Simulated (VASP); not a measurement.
A run of VASP 6.6.1:

INCAR

```
SYSTEM = C
PREC = Accurate
ENCUT = 520
EDIFF = 1E-7
ISMEAR = -1
SIGMA = 0.05
LREAL = .False.
LASPH = .True.
NELM = 100
ALGO = Normal
ISIF = 2
LWAVE = .False.
LCHARG = .False.
GGA = RP
NBANDS = 11
```

KPOINTS

```
Automatic mesh
0
Gamma
  13 13 13
  0 0 0
```

POSCAR

```
C
1.0
    0.0000000000      1.7714007132      1.7714007132
    1.7714007132      0.0000000000      1.7714007132
    1.7714007132      1.7714007132      0.0000000000
C
2
Direct
    0.7500000000      0.7500000000      0.7500000000
    0.5000000000      0.5000000000      0.5000000000
```

Potentials or basis: VASP PAW PBE potentials, release 64 (C).

Run with:

```console
$ cat potpaw_PBE.64/C/POTCAR > POTCAR
$ mpirun -np 1 vasp_std > vasp.out
```

Hardware: 1 thread of Intel(R) Xeon(R) Platinum 8259CL CPU @ 2.50GHz (Skylake/Cascade Lake) (shared host).

Q: How long does it take, and how much memory?

A: It took 8.1 s on 1 thread of Intel(R) Xeon(R) Platinum 8259CL CPU @ 2.50GHz (Skylake/Cascade Lake), with other jobs on the host, peak memory 0.12 GiB. Counts: scf iterations 12, k points 84.
